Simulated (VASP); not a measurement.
A run of VASP 6.6.1 is set up as follows.

INCAR

```
SYSTEM = Pd
  PREC = Accurate
  ENCUT = 500
  EDIFF = 1E-6
  ISMEAR = -1
  SIGMA = 0.05
  LREAL = .FALSE.
  LASPH = .TRUE.
  NELM = 200
  ALGO = Normal
  ISIF = 2
  LWAVE = .FALSE.
  LCHARG = .TRUE.
  ISPIN = 2
  MAGMOM = 0.5 0.5 -0.5 -0.5
  LORBIT = 11
  LMAXMIX = 4
  GGA = RE
  LELF = .TRUE.
  LVHAR = .TRUE.
  NBANDS = 32
  GGA_COMPAT = .FALSE.
```

KPOINTS

```
regular mesh
0
G
  17 17 5
  0 0 0
```

The input POSCAR:

```
Pd
1.0
    2.7976948577      0.0000000000      0.0000000000
   -1.3988474289      2.4228748188      0.0000000000
    0.0000000000      0.0000000000      9.2534266174
Pd
4
Direct
    0.0000000000      0.0000000000      1.0000000000
    0.0000000000      0.0000000000      0.5000000000
    0.3333333333      0.6666666667      0.2500000000
    0.6666666667      0.3333333333      0.7500000000
```

Potentials or basis: VASP PAW PBE potentials, release 64 (Pd).

Command:

```sh
$ cat potpaw_PBE.64/Pd/POTCAR > POTCAR
$ mpirun -np 1 vasp_std > vasp.out
```

Question: What does it give for the band gap on the k mesh?

Answer: Zero (filled and empty bands overlap).

Question: Estimate the net moment.

Answer: 0.01 μB per cell.

Question: What does it give for the pressure?

Answer: -0.3 GPa.

Stress tensor (GPa, compression positive):
```
-0.11  0.00  0.00
 0.00 -0.11  0.00
 0.00  0.00 -0.65
```

Caveat: the PAW data sets were made with another functional, which shifts forces and pressure a little.
